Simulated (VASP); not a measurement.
# Al2HCl (Pmmn) in VASP: relaxation of cell and atoms with PBE

Aim: the relaxation of cell and atoms of Al2HCl with PBE.

All numbers are computed with VASP 6.6.1; they aren't measurements. Logs are shortened: lines on timing, memory, paths and dates and some standing lists are left out, and cuts for length are marked.

### Step 1. The cell of the first run

Symmetry: Pmmn, No. 59, orthorhombic system. The conventional cell has a = 3.399 Å, b = 5.316 Å, c = 8.959 Å, α = 90.00°, β = 90.00°, γ = 90.00°. Within 2.9 Å of Al (site symmetry m) lie 3 H at 2.21 to 2.22 Å and 1 Cl at 2.38 Å and 4 Al at 2.56 to 2.76 Å. Within 2.9 Å of H (site symmetry mm2) lie 6 Al at 2.21 to 2.22 Å and 2 Cl at 2.87 Å. Cl (site symmetry mm2) has 2 Al at 2.38 Å and 2 H at 2.87 Å within 3.1 Å.

### Step 2. Relaxation of cell and atoms, PBE

The input, INCAR:

```
SYSTEM = Al2HCl
PREC = Accurate ; ENCUT = 600
EDIFF = 1E-7 ; ISMEAR = 0
SIGMA = 0.1 ; LREAL = .FALSE.
LASPH = .TRUE. ; NELM = 100
ALGO = Normal ; ISIF = 3
LWAVE = .FALSE. ; LCHARG = .FALSE.
GGA = PE ; IBRION = 2
NSW = 100 ; EDIFFG = -0.01
```

The input, KPOINTS:

```
Automatic mesh
0
G
  12 8 4
  0 0 0
```

The input, POSCAR:

```
Al2HCl
1.0
    3.3991919781      0.0000000000      0.0000000000
    0.0000000000      5.3156737529      0.0000000000
    0.0000000000      0.0000000000      8.9589534391
Al H Cl
4 2 2
Direct
    0.0000000000      0.7594039198      0.8787957912
    0.5000000000      0.7405960802      0.1212042088
    0.0000000000      0.2405960802      0.8787957912
    0.5000000000      0.2594039198      0.1212042088
    0.5000000000      0.5000000000      0.9196006152
    0.0000000000      0.0000000000      0.0803993848
    0.0000000000      0.5000000000      0.6619400391
    0.5000000000      0.0000000000      0.3380599609
```

Potentials or basis: VASP PAW PBE potentials, release 64 (Al, H, Cl).

Launch:

```console
$ cat potpaw_PBE.64/Al/POTCAR potpaw_PBE.64/H/POTCAR potpaw_PBE.64/Cl/POTCAR > POTCAR
$ mpirun -np 1 vasp_std > vasp.out
```

OUTCAR:

```text
SYSTEM = Al2HCl
   PREC = Accurate
   ENCUT = 600
   EDIFF = 1E-7
   ISMEAR = 0
   LREAL = .FALSE.
   LASPH = .TRUE.
   NELM = 100
   ISIF = 3
   GGA = PE
   IBRION = 2
   NSW = 100
   EDIFFG = -0.01

 ion  position               nearest neighbor table
   1  0.000  0.759  0.879-   7 2.38   3 2.56   3 2.76   2 2.76   2 2.76
   2  0.500  0.741  0.121-   8 2.38   4 2.56   4 2.76   1 2.76   1 2.76
   3  0.000  0.241  0.879-   7 2.38   1 2.56   1 2.76   4 2.76   4 2.76
   4  0.500  0.259  0.121-   8 2.38   2 2.56   2 2.76   3 2.76   3 2.76
   5  0.500  0.500  0.920-
   6  0.000  0.000  0.080-
   7  0.000  0.500  0.662-   1 2.38   3 2.38
   8  0.500  0.000  0.338-   2 2.38   4 2.38

  LATTYP: Found a simple orthorhombic cell.
 ALAT       =     3.3991919781
 B/A-ratio  =     1.5638051005
 C/A-ratio  =     2.6356126682

  Lattice vectors:

 A1 = (   3.3991919781,   0.0000000000,   0.0000000000)
 A2 = (   0.0000000000,   5.3156737529,   0.0000000000)
 A3 = (   0.0000000000,   0.0000000000,   8.9589534391)

Analysis of symmetry for initial positions (statically):
=====================================================================
 Subroutine PRICEL returns:
 Original cell was already a primitive cell.

 Routine SETGRP: Setting up the symmetry group for a
 simple orthorhombic supercell.

 Subroutine GETGRP returns: Found  8 space group operations
 (whereof  4 operations were pure point group operations)
 out of a pool of  8 trial point group operations.

The static configuration has the point symmetry C_2v.
 The point group associated with its full space group is D_2h.

Analysis of symmetry for dynamics (positions and initial velocities):
=====================================================================
 Subroutine PRICEL returns:
 Original cell was already a primitive cell.

 Routine SETGRP: Setting up the symmetry group for a
 simple orthorhombic supercell.

 Subroutine GETGRP returns: Found  8 space group operations
 (whereof  4 operations were pure point group operations)
 out of a pool of  8 trial point group operations.

The dynamic configuration has the point symmetry C_2v.
 The point group associated with its full space group is D_2h.

 Subroutine INISYM returns: Found  8 space group operations
 (whereof  4 operations are pure point group operations),
 and found     1 'primitive' translations

----------------------------------------------------------------------------------------

                                     Primitive cell

  volume of cell :     161.8793

  direct lattice vectors                    reciprocal lattice vectors
     3.399191978  0.000000000  0.000000000     0.294187562  0.000000000  0.000000000
     0.000000000  5.315673753  0.000000000     0.000000000  0.188122907  0.000000000
     0.000000000  0.000000000  8.958953439     0.000000000  0.000000000  0.111620181

  length of vectors
     3.399191978  5.315673753  8.958953439     0.294187562  0.188122907  0.111620181

  position of ions in fractional coordinates (direct lattice)
     0.000000000  0.759403920  0.878795791
     0.500000000  0.740596080  0.121204209
     0.000000000  0.240596080  0.878795791
     0.500000000  0.259403920  0.121204209
     0.500000000  0.500000000  0.919600615
     0.000000000  0.000000000  0.080399385
[... 96 lines left out ...]
   NELECT =      28.0000    total number of electrons
   NUPDOWN=      -1.0000    fix difference up-down
   EMIN   =  10.00;   EMAX   =-10.00  energy-range for DOS
   EFERMI =   0.00;   METHOD = LEGACY
   ISMEAR =     0;   SIGMA  =   0.10  broadening in eV -4-tet -1-fermi 0-gaus
   EFERMI_NEDOS =   21; number of points for ismear=-14 and -15
   IALGO  =     38    algorithm
   IMIX   =      4    mixing-type and parameters
     AMIX     =   0.40;   BMIX     =  1.00
     AMIX_MAG =   1.60;   BMIX_MAG =  1.00
  volume/ion in A,a.u.               =      20.23       136.55
  Fermi-wavevector in a.u.,A,eV,Ry     =   0.912145  1.723704 11.320156  0.832008
  Thomas-Fermi vector in A             =   2.036506
   LORBIT       =      0    0 simple, 1 ext, 2 COOP (PROOUT), +10 PAW based schemes
   GGA     = PE    functional components
   LHFCALC =     F    Hartree Fock is set to
   AEXX    =    0.0000 exact exchange contribution
   IVDW    =     0    specifies the selected vdW correction
   LEPSILON=     F    determine dielectric tensor
   LRPA    =     F    only Hartree local field effects (RPA)
 conjugate gradient relaxation of ions
 non-spin polarized calculation
 Gauss-broadening in eV      SIGMA  =   0.10
  energy-cutoff  :      600.00
  volume of cell :      161.88
 maximum number of plane-waves:      5432
 NGX is ok and might be reduce to    28
   NGX = 13   NGY = 21   NGZ = 35

--------------------------------------- Ionic step        1  -------------------------------------------

 number of electron      28.0000002 magnetization

 Free energy of the ion-electron system (eV)
  ---------------------------------------------------
  ext. energy  EPLUGINS =         0.00000000
  ---------------------------------------------------
  free energy    TOTEN  =       -26.06159451 eV

  energy without entropy =      -26.05953475  energy(sigma->0) =      -26.06056463

------------------------ aborting loop because EDIFF is reached ----------------------------------------

  FORCE on cell =-STRESS in cart. coord.  units (eV):
  Direction    XX          YY          ZZ          XY          YZ          ZX
  --------------------------------------------------------------------------------------
  -------------------------------------------------------------------------------------
  Total       -0.0239964     -0.0589122     -0.0499713      0.0000000      0.0000000      0.0000000
  in kB       -0.2375005     -0.5830751     -0.4945839      0.0000000      0.0000000      0.0000000
  external PRESSURE =      -0.4383865 kB  Pullay stress =       0.0000000 kB

 VOLUME and BASIS-vectors are now :
 -----------------------------------------------------------------------------
  energy-cutoff  :      600.00
  volume of cell :      161.88
      direct lattice vectors                 reciprocal lattice vectors
     3.399191978  0.000000000  0.000000000     0.294187562  0.000000000  0.000000000
     0.000000000  5.315673753  0.000000000     0.000000000  0.188122907  0.000000000
     0.000000000  0.000000000  8.958953439     0.000000000  0.000000000  0.111620181

 POSITION                                       TOTAL-FORCE (eV/Angst)
 -----------------------------------------------------------------------------------
      0.00000      4.03674      7.87309        -0.000000     -0.009839     -0.006308
      1.69960      3.93677      1.08586         0.000000      0.009839      0.006308
      0.00000      1.27893      7.87309        -0.000000      0.009839     -0.006308
      1.69960      1.37891      1.08586        -0.000000     -0.009839      0.006308
      1.69960      2.65784      8.23866        -0.000000      0.000000      0.001087
      0.00000      0.00000      0.72029        -0.000000      0.000000     -0.001087
      0.00000      2.65784      5.93029        -0.000000      0.000000      0.012846
      1.69960      0.00000      3.02866        -0.000000      0.000000     -0.012846
 -----------------------------------------------------------------------------------
    total drift:                               -0.000000      0.000000      0.000000

  FREE ENERGIE OF THE ION-ELECTRON SYSTEM (eV)
  ---------------------------------------------------
  free  energy   TOTEN  =       -26.0615945060 eV

  energy  without entropy=      -26.0595347513  energy(sigma->0) =      -26.06056463

--------------------------------------- Ionic step        2  -------------------------------------------

 number of electron      28.0000002 magnetization

 Free energy of the ion-electron system (eV)
  ---------------------------------------------------
  ext. energy  EPLUGINS =         0.00000000
  ---------------------------------------------------
  free energy    TOTEN  =       -26.06163134 eV

  energy without entropy =      -26.05956904  energy(sigma->0) =      -26.06060019

 E-fermi :   3.5857     XC(G=0):  -8.0395

 val. band max:        3.5433382646   @ k =   0.4167   0.2500   0.5000
 cond. band min:       3.7123702113   @ k =   0.5000   0.5000   0.5000
 fundamental gap:      0.1690319467
 Fermi energy:         3.5856911885

 k-point     1 :       0.0000    0.0000    0.0000
  band No.  band energies     occupation
      1     -13.2998      2.00000
      2     -13.2326      2.00000
      3      -6.9000      2.00000
      4      -4.2227      2.00000
      5      -2.5024      2.00000
      6      -2.1588      2.00000
[... 505 lines left out ...]
      6      -2.7488      2.00000
[... 11 lines left out ...]
     18       6.4362      0.00000
     19       6.6481      0.00000

 [... further k-points ...]

------------------------ aborting loop because EDIFF is reached ----------------------------------------

  FORCE on cell =-STRESS in cart. coord.  units (eV):
  Direction    XX          YY          ZZ          XY          YZ          ZX
  --------------------------------------------------------------------------------------
  -------------------------------------------------------------------------------------
  Total       -0.0168219      0.0040362      0.0246499      0.0000000      0.0000000      0.0000000
  in kB       -0.1666254      0.0399802      0.2441643      0.0000000      0.0000000      0.0000000
  external PRESSURE =       0.0391730 kB  Pullay stress =       0.0000000 kB

 VOLUME and BASIS-vectors are now :
 -----------------------------------------------------------------------------
  energy-cutoff  :      600.00
  volume of cell :      161.75
      direct lattice vectors                 reciprocal lattice vectors
     3.398700095  0.000000000  0.000000000     0.294230139  0.000000000  0.000000000
     0.000000000  5.313785306  0.000000000     0.000000000  0.188189763  0.000000000
     0.000000000  0.000000000  8.956253716     0.000000000  0.000000000  0.111653827

 POSITION                                       TOTAL-FORCE (eV/Angst)
 -----------------------------------------------------------------------------------
      3.39870      4.03483      7.87041         0.000000      0.000267      0.000275
      1.69935      3.93584      1.08584         0.000000     -0.000267     -0.000275
      3.39870      1.27895      7.87041        -0.000000     -0.000267      0.000275
      1.69935      1.37794      1.08584         0.000000      0.000267     -0.000275
      1.69935      2.65689      8.23623         0.000000      0.000000      0.000680
      3.39870      0.00000      0.72002         0.000000      0.000000     -0.000680
      3.39870      2.65689      5.92912         0.000000      0.000000     -0.004332
      1.69935      0.00000      3.02713         0.000000      0.000000      0.004332
 -----------------------------------------------------------------------------------
    total drift:                                0.000000      0.000000      0.000000

  FREE ENERGIE OF THE ION-ELECTRON SYSTEM (eV)
  ---------------------------------------------------
  free  energy   TOTEN  =       -26.0616313354 eV

  energy  without entropy=      -26.0595690364  energy(sigma->0) =      -26.06060019

 reached required accuracy - stopping structural energy minimisation
```

Wall time 14 min (1 thread of Intel Xeon 8259CL, shared host); peak memory 0.54 GiB.

Results:

```
Free energy                           : -26.0616 eV
Relaxed volume                        : 20.22 Å³/atom
Relaxed cell                          : a = 3.399 Å, b = 5.314 Å, c = 8.956 Å, α = 90.00°, β = 90.00°, γ = 90.00°
Space group after relaxing (to 0.1 Å) : Pmmn (No. 59)
Energy gained by relaxing             : 0.0 meV/atom
Ionic steps                           : 2
Pressure after relaxing               : 0.0 GPa
Largest force after relaxing          : 0.004 eV/Å
Band gap on the k mesh                : zero (bands 14 and 15 overlap by 2.75 eV)
```

Forces in eV/Å, atoms in the order of the input:
```
Al   0.000  0.000  0.000
Al   0.000  0.000  0.000
Al   0.000  0.000  0.000
Al   0.000  0.000  0.000
H    0.000  0.000  0.001
H    0.000  0.000 -0.001
Cl   0.000  0.000 -0.004
Cl   0.000  0.000  0.004
```

Final structure:
```yaml
crystal:
  lattice:
    - [3.39870, 0.00000, 0.00000]
    - [0.00000, 5.31379, 0.00000]
    - [0.00000, 0.00000, 8.95625]
  atoms:
    - { symbol: Al, position: [0.00000, 0.75931, 0.87876] }
    - { symbol: Al, position: [0.50000, 0.74069, 0.12124] }
    - { symbol: Al, position: [0.00000, 0.24069, 0.87876] }
    - { symbol: Al, position: [0.50000, 0.25931, 0.12124] }
    - { symbol: H, position: [0.50000, 0.50000, 0.91961] }
    - { symbol: H, position: [0.00000, 0.00000, 0.08039] }
    - { symbol: Cl, position: [0.00000, 0.50000, 0.66201] }
    - { symbol: Cl, position: [0.50000, 0.00000, 0.33799] }
```

Levels at points of the mesh, in eV from the Fermi level:
```
           k point  band 12  band 13  band 14  band 15  band 16  band 17
(0.00, 0.00, 0.00)    -3.28    -2.31     0.71     1.24     2.05     2.40
(0.50, 0.00, 0.00)    -2.18    -1.79    -1.79    -1.39    -1.39     1.57
(0.00, 0.50, 0.00)    -2.99     0.40     0.40     2.04     2.04     3.13
(0.50, 0.50, 0.00)    -3.83    -1.68    -1.68     0.31     0.31     3.26
(0.00, 0.00, 0.50)    -3.30    -2.35     0.56     1.84     2.05     2.55
(0.50, 0.00, 0.50)    -2.07    -1.78    -1.78    -1.40    -1.40     1.47
(0.00, 0.50, 0.50)    -2.84     0.40     0.40     2.10     2.10     3.13
(0.50, 0.50, 0.50)    -3.79    -1.74    -1.74     0.13     0.13     3.20
```

Caveat: this functional lacks dispersion, which binds layers or chains, so the pressure and a relaxed spacing across them are unreliable.

The gap in the log of VASP goes by the Fermi energy; the results here count the filled bands.